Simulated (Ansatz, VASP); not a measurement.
## Sc: VASP beside Ansatz

```
Sc
1.0
     0.00000    2.53072    2.53072
     2.53072    0.00000    2.53072
     2.53072    2.53072    0.00000
Sc
1
Direct
  0.00000 0.00000 0.00000
```

Alike in both runs: task relaxation of cell and atoms; functional PBEsol; k mesh 6 × 6 × 6; occupations gaussian, width 0.1 eV; no spin polarisation.

```csv
,VASP,Ansatz
version,VASP 6.6.1,Ansatz 0.2.0
potentials or method,"VASP PAW PBE potentials, release 64 (Sc_sv), cutoff 600 eV","scalar-relativistic, plane waves, PAW"
valence electrons in the cell,11,11
```

Ansatz gave:

| Quantity | Value |
| --- | --- |
| gap on the k mesh at the Fermi level, each at its own relaxed structure (eV) | none |
| relaxed volume (Å³/atom) | 23.83 |
| relaxed cell length with the largest relative difference (Å) | 3.230 |

Problem. What did VASP give for the same quantities?

Solution. gap on the k mesh at the Fermi level, each at its own relaxed structure (eV): none; relaxed volume (Å³/atom): 23.63; relaxed cell length with the largest relative difference (Å): 3.221.

VASP's potentials were made for PBE, not for PBEsol. A gap of «none» marks a metal or a gap that the smearing closes.

Noted on VASP's run: the volume moved by over 15 % at a fixed basis, so the end points are rough.
